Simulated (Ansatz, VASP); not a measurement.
Ca in VASP and in Ansatz

```
Ca
1.0
     0.00000    2.81657    2.81657
     2.81657    0.00000    2.81657
     2.81657    2.81657    0.00000
Ca
1
Direct
  0.00000 0.00000 0.00000
```

Alike in both runs: task single point; functional PBE; k mesh 14 × 14 × 14; occupations gaussian, width 0.1 eV; no spin polarisation.

```csv
,VASP,Ansatz
version,VASP 6.6.1,Ansatz 0.2.0
potentials or method,"VASP PAW PBE potentials, release 64 (Ca_sv), cutoff 520 eV","scalar-relativistic, plane waves, PAW"
valence electrons in the cell,10,10
```

|  | VASP | Ansatz | Ansatz less VASP |
| --- | --- | --- | --- |
| gap on the k mesh at the Fermi level (eV) | none | none | - |
| pressure (GPa) | -0.9 | -0.9 | 0.00 |

A gap of «none» marks a metal or a gap that the smearing closes.
